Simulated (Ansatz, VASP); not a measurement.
## One calculation of MoS2, two programs

INCAR

```
SYSTEM = MoS2
PREC = Accurate
ENCUT = 520
EDIFF = 1E-6
ISMEAR = 0
SIGMA = 0.05
LREAL = .FALSE.
LASPH = .TRUE.
NELM = 80
ALGO = Normal
ISIF = 2
LWAVE = .FALSE.
LCHARG = .FALSE.
GGA = PE
IVDW = 12
NBANDS = 20
```

The input KPOINTS:

```
Automatic mesh
0
G
  12 12 12
  0 0 0
```

File POSCAR:

```
MoS2
1.0
    1.5480176554      0.8937484100      5.8892478022
   -1.5480176554      0.8937484100      5.8892478022
    0.0000000000     -1.7874968201      5.8892478022
Mo S
1 2
Direct
    0.0000172156      0.0000172156      0.0000172156
    0.7535368444      0.7535368444      0.7535368444
    0.5797459400      0.5797459400      0.5797459400
```

Input for Ansatz:

```yaml
crystal:
  lattice:
    - [1.5480176554, 0.89374841, 5.8892478022]
    - [-1.5480176554, 0.89374841, 5.8892478022]
    - [0.0, -1.7874968201, 5.8892478022]
  atoms:
    - { symbol: Mo, position: [1.72156e-05, 1.72156e-05, 1.72156e-05] }
    - { symbol: S, position: [0.7535368444, 0.7535368444, 0.7535368444] }
    - { symbol: S, position: [0.57974594, 0.57974594, 0.57974594] }
basis:
  ecutwfc: 420
kpoints:
  mp_grid: { grid: [12, 12, 12] }
hamiltonian:
  xc: pbe
  pseudopotentials: { kind: paw, azcp: { folder: soft_1 } }
  dispersion: d3bj
scf:
  occupations: { method: gaussian, width: 0.05 }
output:
  forces: true
  stress: true
  eigenvalues: true
```

Alike in both runs: task single point; functional PBE; dispersion D3(BJ); k mesh 12 × 12 × 12; occupations gaussian, width 0.05 eV; no spin polarisation.

```csv
,VASP,Ansatz
version,VASP 6.6.1,Ansatz 0.2.0
potentials or method,"VASP PAW PBE potentials, release 64 (Mo_sv, S), cutoff 520 eV","scalar-relativistic, plane waves, PAW"
valence electrons in the cell,26,26
```

Ansatz gave:

* gap on the k mesh at the Fermi level (eV): 0.73
* least direct gap on the mesh (eV): 1.90
* pressure (GPa): 9.7
* traceless stress, the component that is largest in VASP (GPa): 0.70
* rms of the force components (eV/Å): 0.447

Task: What did VASP give for the same quantities?

Result: gap on the k mesh at the Fermi level (eV): 0.75; least direct gap on the mesh (eV): 1.91; pressure (GPa): 9.5; traceless stress, the component that is largest in VASP (GPa): 0.65; rms of the force components (eV/Å): 0.438.

Atom by atom the forces differ by 0.010 eV/Å (rms over components).
